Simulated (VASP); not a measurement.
Input of a VASP 6.6.1 run:

File INCAR:

```
SYSTEM = Ti4W
PREC = Accurate ; ENCUT = 600
EDIFF = 1E-6 ; ISMEAR = 0
SIGMA = 0.1 ; LREAL = .False.
LASPH = .True. ; NELM = 60
ALGO = Fast ; ISIF = 3
LWAVE = .False. ; LCHARG = .False.
GGA = PE ; IBRION = 2
NSW = 100 ; EDIFFG = -0.01
```

Contents of KPOINTS:

```
Automatic mesh
0
Gamma
  8 8 8
  0 0 0
```

The input POSCAR:

```
Ti4W
1.0
    4.4863623302      0.0000000000      0.0000000000
    0.0000000000      4.4863623302      0.0000000000
    0.0000000000      0.0000000000      4.4863623302
Ti W
4 1
Direct
    0.5000000000      0.5000000000      0.5000000000
    0.0000000000      0.5000000000      0.5000000000
    0.5000000000      0.0000000000      0.5000000000
    0.5000000000      0.5000000000      0.0000000000
    0.0000000000      0.0000000000      0.0000000000
```

Potentials or basis: VASP PAW PBE potentials, release 64 (Ti_sv, W_sv).

Run with:

```console
$ cat potpaw_PBE.64/Ti_sv/POTCAR potpaw_PBE.64/W_sv/POTCAR > POTCAR
$ mpirun -np 1 vasp_std > vasp.out
```

Task: Predict the band gap on the k mesh.

Result: Zero (bands 31 and 32 overlap by 1.03 eV).

Task: What does it give for the relaxed volume?

Result: 17.86 Å³/atom.

Final structure:
```xyz
5
Lattice="4.4697 0.0000 0.0000 0.0000 4.4697 0.0000 0.0000 0.0000 4.4697" Properties=species:S:1:pos:R:3 pbc="T T T"
Ti    2.2348    2.2348    2.2348
Ti    0.0000    2.2348    2.2348
Ti    2.2348    0.0000    2.2348
Ti    2.2348    2.2348    0.0000
W     0.0000    0.0000    0.0000
```

Caveat: spin-orbit coupling is left out, which moves the levels of the heavy elements.
